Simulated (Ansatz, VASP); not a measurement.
## Two plane-wave programs on MgO

Contents of POSCAR:

```
MgO
1.0
    3.1238063140      0.0000000000      0.0000000000
   -1.5619031570      2.7052956244      0.0000000000
    0.0000000000      0.0000000000      5.3075605388
Mg O
2 2
Direct
    0.3333333333      0.6666666667      0.0027333060
    0.6666666667      0.3333333333      0.5027333060
    0.3333333333      0.6666666667      0.3722666940
    0.6666666667      0.3333333333      0.8722666940
```

File INCAR.step1:

```
PREC = Accurate ; ENCUT = 520
EDIFF = 1E-5 ; ISMEAR = 0
SIGMA = 0.01 ; LREAL = False
LASPH = True ; NELM = 60
ALGO = Normal ; ISIF = 2
LWAVE = True ; LCHARG = False
NBANDS = 16 ; GGA = PE
```

Contents of INCAR.step2:

```
PREC = Accurate ; ENCUT = 520
EDIFF = 1E-6 ; ISMEAR = 0
SIGMA = 0.01 ; LREAL = False
LASPH = True ; NELM = 60
ALGO = Normal ; ISIF = 2
LWAVE = False ; LCHARG = False
GGA = PE ; LHFCALC = True
HFSCREEN = 0.2079 ; PRECFOCK = Normal
NBANDS = 16 ; ISTART = 1
```

KPOINTS

```
regular mesh
0
Gamma
  6 6 4
```

Input for Ansatz:

```yaml
crystal:
  lattice:
    - [3.123806314, 0.0, 0.0]
    - [-1.561903157, 2.7052956244, 0.0]
    - [0.0, 0.0, 5.3075605388]
  atoms:
    - { symbol: Mg, position: [0.3333333333, 0.6666666667, 0.002733306] }
    - { symbol: Mg, position: [0.6666666667, 0.3333333333, 0.502733306] }
    - { symbol: O, position: [0.3333333333, 0.6666666667, 0.372266694] }
    - { symbol: O, position: [0.6666666667, 0.3333333333, 0.872266694] }
kpoints:
  mp_grid: { grid: [6, 6, 4] }
  band_path:
    path:
      - [0.0, 0.0, 0.0]
      - [0.5, 0.0, 0.0]
      - [0.3333333333, 0.3333333333, 0.0]
      - [0.0, 0.0, 0.5]
      - [0.5, 0.0, 0.5]
      - [0.3333333333, 0.3333333333, 0.5]
    npoints: 1
hamiltonian:
  xc: hse06
scf:
  occupations: { method: fixed }
  n_extra_bands: 5
output:
  forces: true
  stress: true
  eigenvalues: true
  write_density: true
  write_potential: true
  elf: true
  volumetric_format: npy
```

Change from the starting cell: epitaxial_xy strain -5.0%.

Alike in both runs: task single point; functional HSE06; k mesh 6 × 6 × 4; no spin polarisation.

|  | VASP | Ansatz |
| --- | --- | --- |
| version | VASP 6.6.1 | Ansatz 0.2.0 |
| potentials or method | VASP PAW PBE potentials, release 64 (Mg, O) | plane waves, PAW |
| plane-wave cutoff (eV) | 520 | 420 |
| occupations | gaussian, width 0.01 eV | fixed |
| valence electrons in the cell | 16 | 32 |

Ansatz gave:

* gap on the k mesh at the Fermi level (eV): 5.62
* pressure (GPa): 7.9
* traceless stress, the component that is largest in VASP (GPa): -7.96
* rms of the force components (eV/Å): 0.005

**Question.** Estimate VASP's values.

**Answer.** gap on the k mesh at the Fermi level (eV): 5.59; pressure (GPa): 8.0; traceless stress, the component that is largest in VASP (GPa): -8.04; rms of the force components (eV/Å): 0.001.

Atom by atom the forces differ by 0.004 eV/Å (rms over components). VASP's potentials hold 16 valence electrons a cell and Ansatz's 32, so a difference there can come from the potentials and not from the codes. Ansatz's warnings: stress exchange threshold loose, stress scf threshold loose.
